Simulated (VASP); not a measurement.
# LiBe (Pm-3m) in VASP: further runs

LiBe is run at these levels: PBE; tasks: relaxation of cell and atoms.

All numbers are computed with VASP 6.6.1; they aren't measurements. Logs are shortened: lines on timing, memory, paths and dates and some standing lists are left out, and cuts for length are marked.

## (1) The cell of the first run

The structure is cubic, space group Pm-3m (No. 221). Conventional cell: a = 2.811 Å, b = 2.811 Å, c = 2.811 Å, α = 90.00°, β = 90.00°, γ = 90.00°. Within 3.2 Å of Be (site symmetry m-3m) lie 8 Li at 2.43 Å and 6 Be at 2.81 Å. Within 3.2 Å of Li (site symmetry m-3m) lie 8 Be at 2.43 Å and 6 Li at 2.81 Å.

## (2) Relaxation of cell and atoms, PBE, target pressure 5 GPa, at which the enthalpy is minimised

Contents of INCAR:

```
ALGO     = Normal         # electronic algorithm
EDIFF    = 1E-6           # SCF threshold, eV
EDIFFG   = -0.01          # ionic threshold
ENCUT    = 600            # plane-wave cutoff, eV
GGA      = PE             # functional
IBRION   = 2              # ionic algorithm
ISIF     = 3              # what is computed and relaxed
ISMEAR   = -1             # smearing method
LASPH    = True           # aspherical terms in the spheres
LCHARG   = False          # write CHGCAR
LREAL    = False          # projectors in reciprocal space
LWAVE    = False          # write WAVECAR
NELM     = 100            # most SCF steps
NSW      = 60             # ionic steps
PREC     = Accurate       # precision mode
PSTRESS  = 50.0         
SIGMA    = 0.05           # smearing width, eV
```

Contents of KPOINTS:

```
k-points
0
Gamma
  9 9 9
```

Contents of POSCAR:

```
LiBe
1.0
    2.8111530000      0.0000000000      0.0000000000
    0.0000000000      2.8111530000      0.0000000000
    0.0000000000      0.0000000000      2.8111530000
Be Li
1 1
Direct
    0.5000000000      0.5000000000      0.5000000000
    0.0000000000      0.0000000000      0.0000000000
```

Potentials or basis: VASP PAW PBE potentials, release 64 (Be, Li_sv).

Run with:

```bash
$ cat potpaw_PBE.64/Be/POTCAR potpaw_PBE.64/Li_sv/POTCAR > POTCAR
$ mpirun -np 1 vasp_std > vasp.out
```

OUTCAR:

```text
EDIFF = 1E-6
   EDIFFG = -0.01
   ENCUT = 600
   GGA = PE
   IBRION = 2
   ISIF = 3
   ISMEAR = -1
   LASPH = True
   LREAL = False
   NELM = 100
   NSW = 60
   PREC = Accurate
   PSTRESS = 50.0

 ion  position               nearest neighbor table
   1  0.500  0.500  0.500-   2 2.43   2 2.43   2 2.43   2 2.43   2 2.43   2 2.43   2 2.43   2 2.43

   2  0.000  0.000  0.000-   1 2.43   1 2.43   1 2.43   1 2.43   1 2.43   1 2.43   1 2.43   1 2.43

  LATTYP: Found a simple cubic cell.
 ALAT       =     2.8111530000

  Lattice vectors:

 A1 = (   2.8111530000,   0.0000000000,   0.0000000000)
 A2 = (   0.0000000000,   2.8111530000,   0.0000000000)
 A3 = (   0.0000000000,   0.0000000000,   2.8111530000)

Analysis of symmetry for initial positions (statically):
=====================================================================
 Subroutine PRICEL returns:
 Original cell was already a primitive cell.

 Routine SETGRP: Setting up the symmetry group for a
 simple cubic supercell.

 Subroutine GETGRP returns: Found 48 space group operations
 (whereof 48 operations were pure point group operations)
 out of a pool of 48 trial point group operations.

The static configuration has the point symmetry O_h .

Analysis of symmetry for dynamics (positions and initial velocities):
=====================================================================
 Subroutine PRICEL returns:
 Original cell was already a primitive cell.

 Routine SETGRP: Setting up the symmetry group for a
 simple cubic supercell.

 Subroutine GETGRP returns: Found 48 space group operations
 (whereof 48 operations were pure point group operations)
 out of a pool of 48 trial point group operations.

The dynamic configuration has the point symmetry O_h .

 Subroutine INISYM returns: Found 48 space group operations
 (whereof 48 operations are pure point group operations),
 and found     1 'primitive' translations

----------------------------------------------------------------------------------------

                                     Primitive cell

  volume of cell :      22.2154

  direct lattice vectors                    reciprocal lattice vectors
     2.811153000  0.000000000  0.000000000     0.355725925  0.000000000  0.000000000
     0.000000000  2.811153000  0.000000000     0.000000000  0.355725925  0.000000000
     0.000000000  0.000000000  2.811153000     0.000000000  0.000000000  0.355725925

  length of vectors
     2.811153000  2.811153000  2.811153000     0.355725925  0.355725925  0.355725925
[... 86 lines left out ...]
   NFREE  =      1    steps in history (QN), initial steepest desc. (CG)
   ISIF   =      3    stress and relaxation
   ISYM   =      2    0-nonsym 1-usesym 2-fastsym
   POTIM  = 0.5000    time-step for ionic-motion
   TEBEG  =    0.0;   TEEND  =   0.0 temperature during run
   PSTRESS=   50.0 pullay stress
   NELECT =       5.0000    total number of electrons
   NUPDOWN=      -1.0000    fix difference up-down
   EMIN   =  10.00;   EMAX   =-10.00  energy-range for DOS
   EFERMI =   0.00;   METHOD = LEGACY
   ISMEAR =    -1;   SIGMA  =   0.05  broadening in eV -4-tet -1-fermi 0-gaus
   EFERMI_NEDOS =   21; number of points for ismear=-14 and -15
   IALGO  =     38    algorithm
   IMIX   =      4    mixing-type and parameters
     AMIX     =   0.40;   BMIX     =  1.00
     AMIX_MAG =   1.60;   BMIX_MAG =  1.00
  volume/ion in A,a.u.               =      11.11        74.96
  Fermi-wavevector in a.u.,A,eV,Ry     =   0.995819  1.881825 13.492288  0.991655
  Thomas-Fermi vector in A             =   2.127865
   LORBIT       =      0    0 simple, 1 ext, 2 COOP (PROOUT), +10 PAW based schemes
   GGA     = PE    functional components
   LHFCALC =     F    Hartree Fock is set to
   AEXX    =    0.0000 exact exchange contribution
   IVDW    =     0    specifies the selected vdW correction
   LEPSILON=     F    determine dielectric tensor
   LRPA    =     F    only Hartree local field effects (RPA)
 conjugate gradient relaxation of ions
 non-spin polarized calculation
  energy-cutoff  :      600.00
  volume of cell :       22.22
 maximum number of plane-waves:       751
 NGX is ok and might be reduce to    24
   NGX = 11   NGY = 11   NGZ = 11

--------------------------------------- Ionic step        1  -------------------------------------------

 number of electron       5.0000006 magnetization

 Free energy of the ion-electron system (eV)
  ---------------------------------------------------
  ext. energy  EPLUGINS =         0.00000000
  ---------------------------------------------------
  free energy    TOTEN  =        -4.91883785 eV

  energy without entropy =       -4.90923628  energy(sigma->0) =       -4.91403706

------------------------ aborting loop because EDIFF is reached ----------------------------------------

  FORCE on cell =-STRESS in cart. coord.  units (eV):
  Direction    XX          YY          ZZ          XY          YZ          ZX
  --------------------------------------------------------------------------------------
  -------------------------------------------------------------------------------------
  Total        0.0408474      0.0408474      0.0408474      0.0000000      0.0000000      0.0000000
  in kB        2.9459272      2.9459272      2.9459272      0.0000000      0.0000000      0.0000000
  external PRESSURE =     -47.0540728 kB  Pullay stress =      50.0000000 kB
[... 101 lines left out ...]
--------------------------------------- Ionic step        4  -------------------------------------------

 number of electron       5.0000002 magnetization

 Free energy of the ion-electron system (eV)
  ---------------------------------------------------
  ext. energy  EPLUGINS =         0.00000000
  ---------------------------------------------------
  free energy    TOTEN  =        -4.89123557 eV

  energy without entropy =       -4.88163913  energy(sigma->0) =       -4.88643735

 E-fermi :   3.3959     XC(G=0):  -9.4112

 val. band max:        3.2883930784   @ k =   0.3333   0.1111   0.0000
 cond. band min:       3.4093097515   @ k =   0.3333   0.1111   0.1111
 fundamental gap:      0.1209166731
 Fermi energy:         3.3958883829

 k-point     1 :       0.0000    0.0000    0.0000
  band No.  band energies     occupation
      1     -41.2015      2.00000
      2      -3.3526      2.00000
      3       9.9069      0.00000
      4       9.9069      0.00000
      5       9.9069      0.00000
      6      14.5434      0.00000
[... 199 lines left out ...]
 k-point    24 :       0.4444    0.3333    0.1111
  band No.  band energies     occupation
      1     -41.1542      2.00000
      2       0.8337      2.00000
      3       2.3884      2.00000
      4       6.9473      0.00000
      5      11.0309      0.00000
      6      13.2772      0.00000

 [... further k-points ...]
[... 5 lines left out ...]
  --------------------------------------------------------------------------------------
  -------------------------------------------------------------------------------------
  Total        0.6402092      0.6402092      0.6402092     -0.0000000     -0.0000000     -0.0000000
  in kB       50.1626607     50.1626607     50.1626607     -0.0000000     -0.0000000     -0.0000000
  external PRESSURE =       0.1626607 kB  Pullay stress =      50.0000000 kB
[... 21 lines left out ...]
  energy  without entropy=       -4.8816391309  energy(sigma->0) =       -4.88643735

  enthalpy is  TOTEN    =        -4.2531023105 eV   P V=        0.6381332609

 reached required accuracy - stopping structural energy minimisation
```

CONTCAR:

```text
LiBe
   1.00000000000000
     2.7345381492893628   -0.0000000000000000    0.0000000000000000
     0.0000000000000000    2.7345381492893628    0.0000000000000000
    -0.0000000000000000    0.0000000000000000    2.7345381492893628
  Be              Li
     1     1
Direct
     0.5000000000000000    0.5000000000000000    0.5000000000000000
     0.0000000000000000    0.0000000000000000    0.0000000000000000

  0.00000000E+00  0.00000000E+00  0.00000000E+00
  0.00000000E+00  0.00000000E+00  0.00000000E+00
```

It took 9.3 s on 1 thread of Intel Xeon 6975P-C, shared host; peak memory 0.14 GiB.

Results:

```
Free energy                                            : -4.8912 eV
Relaxed volume                                         : 10.22 Å³/atom
Relaxed cell                                           : a = 2.735 Å, b = 2.735 Å, c = 2.735 Å, α = 90.00°, β = 90.00°, γ = 90.00°
Space group after relaxing (to 0.05 Å)                 : Pm-3m (No. 221)
Energy change on relaxing (the enthalpy is what falls) : +13.8 meV/atom
Ionic steps                                            : 4
Pressure after relaxing                                : 5.0 GPa
```

The path:
| step | energy change (eV) | largest force (eV/Å) | pressure (GPa) | volume (Å³) |
| --- | --- | --- | --- | --- |
| 1 | 0.0000 | 0.0000 | 0.29 | 22.22 |
| 2 | 0.0098 | 0.0000 | 2.83 | 21.18 |
| 3 | 0.0257 | 0.0000 | 4.81 | 20.51 |
| 4 | 0.0276 | 0.0000 | 5.02 | 20.45 |

Final structure:
```cif
data_structure
_symmetry_space_group_name_H-M 'P 1'
_symmetry_Int_Tables_number 1
_cell_length_a 2.7345
_cell_length_b 2.7345
_cell_length_c 2.7345
_cell_angle_alpha 90.000
_cell_angle_beta 90.000
_cell_angle_gamma 90.000
_cell_volume 20.45
loop_
_atom_site_label
_atom_site_type_symbol
_atom_site_fract_x
_atom_site_fract_y
_atom_site_fract_z
_atom_site_occupancy
Be1 Be 0.50000 0.50000 0.50000 1
Li1 Li 0.00000 0.00000 0.00000 1
```

Caveat: the cutoff is under 1.25 times the usual one of these potentials, so pressure, stress and relaxed cells hold a basis-set (Pulay) error; the cell is relaxed towards a set pressure, so the enthalpy falls and the energy may rise.

## (3) Relaxation of cell and atoms, PBE, target pressure 10 GPa, at which the enthalpy is minimised

Contents of INCAR:

```
ALGO     = Fast           # electronic algorithm
EDIFF    = 1E-6           # SCF threshold, eV
EDIFFG   = -0.01          # ionic threshold
ENCUT    = 600            # plane-wave cutoff, eV
GGA      = PE             # functional
IBRION   = 2              # ionic algorithm
ISIF     = 3              # what is computed and relaxed
ISMEAR   = -1             # smearing method
LASPH    = T              # aspherical terms in the spheres
LCHARG   = F              # write CHGCAR
LREAL    = F              # projectors in reciprocal space
LWAVE    = F              # write WAVECAR
NELM     = 100            # most SCF steps
NSW      = 60             # ionic steps
PREC     = Accurate       # precision mode
PSTRESS  = 100.0        
SIGMA    = 0.05           # smearing width, eV
```

KPOINTS is that of step 2.

POSCAR is that of step 2.

Potentials or basis: VASP PAW PBE potentials, release 64 (Be, Li_sv).

Run with:

```bash
$ cat potpaw_PBE.64/Be/POTCAR potpaw_PBE.64/Li_sv/POTCAR > POTCAR
$ mpirun -np 1 vasp_std > vasp.out
```

Wall time 15 s (1 thread of Intel Xeon 6975P-C, shared host); peak memory 0.14 GiB.

It converged, with:

```
Free energy                                            : -4.8294 eV
Relaxed volume                                         : 9.55 Å³/atom
Relaxed cell                                           : a = 2.673 Å, b = 2.673 Å, c = 2.673 Å, α = 90.00°, β = 90.00°, γ = 90.00°
Space group after relaxing (to 0.05 Å)                 : Pm-3m (No. 221)
Energy change on relaxing (the enthalpy is what falls) : +44.7 meV/atom
Ionic steps                                            : 4
Pressure after relaxing                                : 10.0 GPa
```

Step by step:
| step | energy change (eV) | largest force (eV/Å) | pressure (GPa) | volume (Å³) |
| --- | --- | --- | --- | --- |
| 1 | 0.0000 | 0.0000 | 0.34 | 22.22 |
| 2 | 0.0386 | 0.0000 | 6.04 | 20.13 |
| 3 | 0.0832 | 0.0000 | 9.58 | 19.21 |
| 4 | 0.0895 | 0.0000 | 9.99 | 19.10 |

Final structure:
```xyz
2
Lattice="2.6732 0.0000 0.0000 0.0000 2.6732 0.0000 0.0000 0.0000 2.6732" Properties=species:S:1:pos:R:3 pbc="T T T"
Be    1.3366    1.3366    1.3366
Li    0.0000    0.0000    0.0000
```

Levels at points of the mesh, in eV from the Fermi level:
```
           k point  band 1  band 2  band 3  band 4  band 5  band 6
(0.00, 0.00, 0.00)  -44.52   -6.90    6.84    6.84    6.84   11.57
```

Caveat: the cutoff is under 1.25 times the usual one of these potentials, so pressure, stress and relaxed cells hold a basis-set (Pulay) error; the cell is relaxed towards a set pressure, so the enthalpy falls and the energy may rise.

## (4) Relaxation of cell and atoms, PBE, target pressure 20 GPa, at which the enthalpy is minimised

Contents of INCAR:

```
PREC = Accurate
ENCUT = 600
EDIFF = 1E-7
ISMEAR = -1
SIGMA = 0.05
LREAL = False
LASPH = True
NELM = 60
ALGO = Normal
ISIF = 3
LWAVE = False
LCHARG = False
GGA = PE
IBRION = 2
NSW = 60
EDIFFG = -0.01
PSTRESS = 200.0
```

Contents of KPOINTS:

```
Automatic mesh
0
Gamma
  9 9 9
```

POSCAR is that of step 3.

Run with:

```bash
$ cat potpaw_PBE.64/Be/POTCAR potpaw_PBE.64/Li_sv/POTCAR > POTCAR
$ mpirun -np 1 vasp_std > vasp.out
```

Run time: 17 s. Hardware: 1 thread of Intel Xeon 6975P-C, shared host; peak memory 0.13 GiB.

Results (log left out):

```yaml
Free_energy: -4.6568 eV
Relaxed_volume: 8.61 Å³/atom
Relaxed_cell: a = 2.582 Å, b = 2.582 Å, c = 2.582 Å, α = 90.00°, β = 90.00°, γ = 90.00°
Space_group_after_relaxing_to_0.05_Å: Pm-3m (No. 221)
Energy_change_on_relaxing_the_enthalpy_is_what_falls: +131.0 meV/atom
Ionic_steps: 4
Pressure_after_relaxing: 20.0 GPa
```

Step by step:
| step | energy change (eV) | largest force (eV/Å) | pressure (GPa) | volume (Å³) |
| --- | --- | --- | --- | --- |
| 1 | 0.0000 | 0.0000 | 0.29 | 22.22 |
| 2 | 0.1659 | 0.0000 | 14.75 | 18.11 |
| 3 | 0.2505 | 0.0000 | 19.41 | 17.31 |
| 4 | 0.2621 | 0.0000 | 20.02 | 17.21 |

Final structure:
```
Be Li
1.0
     2.58207    0.00000    0.00000
     0.00000    2.58207    0.00000
     0.00000    0.00000    2.58207
Be Li
1 1
Cartesian
  1.2910 1.2910 1.2910
  0.0000 0.0000 0.0000
```

Levels at points of the mesh, in eV from the Fermi level:
```tsv
k point	band 1	band 2	band 3	band 4	band 5	band 6
(0.00, 0.00, 0.00)	-44.42	-7.10	7.38	7.38	7.38	12.24
```

Caveat: the cutoff is under 1.25 times the usual one of these potentials, so pressure, stress and relaxed cells hold a basis-set (Pulay) error; the cell is relaxed towards a set pressure, so the enthalpy falls and the energy may rise; the volume moved by over 15 % at a fixed basis, so the end points are rough.

## (5) Overview

| cell | gap on the mesh (eV) | pressure (GPa) |
| --- | --- | --- |
| relaxed to 5 GPa | none | 5.0 |
| relaxed to 10 GPa | none | 10.0 |
| relaxed to 20 GPa | none | 20.0 |

Alike in all rows: task relaxation of cell and atoms; level PBE; potentials or basis VASP PAW PBE potentials, release 64 (Be, Li_sv); no spin polarisation; k mesh 9 × 9 × 9; cutoff (eV) 600; smearing fermi-dirac 0.05 eV.

Caveats: the cutoff is under 1.25 times the usual one of these potentials, so pressure, stress and relaxed cells hold a basis-set (Pulay) error; the cell is relaxed towards a set pressure, so the enthalpy falls and the energy may rise; the volume moved by over 15 % at a fixed basis, so the end points are rough (some runs).

Absolute energies hang on the potentials; compare differences alone.
